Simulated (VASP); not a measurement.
GaSb (zinc blende type): single point with HSE06

GaSb (zinc blende type):

```
Ga Sb
1.0
     0.00000    3.08913    3.08913
     3.08913    0.00000    3.08913
     3.08913    3.08913    0.00000
Ga Sb
1 1
Direct
  0.00000 0.00000 0.00000
  0.25000 0.25000 0.25000
```

```json
{
  "Program": "VASP 6.6.1",
  "Task": "single point",
  "Functional": "HSE06",
  "Potentials or basis": "VASP PAW PBE potentials, release 64 (Ga_d, Sb)",
  "Cutoff": "520 eV",
  "k mesh": "4 × 4 × 4",
  "Occupations": "fermi-dirac, width 0.1 eV",
  "Spin": "no spin polarisation"
}
```

```json
{
 "Pressure": "-1.2 GPa",
 "Band gap on the k mesh": "0.66 eV"
}
```

Levels at points of the mesh, in eV from the valence-band top:
```
           k point  band 5  band 6  band 7  band 8  band 9  band 10  band 11  band 12  band 13  band 14
(0.00, 0.00, 0.00)  -17.58  -12.32    0.00    0.00    0.00     0.66     3.49     3.49     3.49     6.66
(0.50, 0.00, 0.00)  -17.58  -10.59   -6.73   -1.19   -1.19     1.02     4.49     4.49     7.34    10.24
(0.50, 0.50, 0.00)  -17.58   -9.71   -7.22   -2.67   -2.67     1.54     1.89     9.70     9.70    11.00
```

Run time: 12 min on 1 thread of Intel(R) Xeon(R) Platinum 8488C (Sapphire Rapids), on a shared host, peak memory 0.3 GiB.

Caveat: the k points lie up to 0.44 Å⁻¹ apart; the PAW data sets were made with another functional, which shifts forces and pressure a little; spin-orbit coupling is left out, which moves the levels of the heavy elements. A k mesh can miss the band edges.
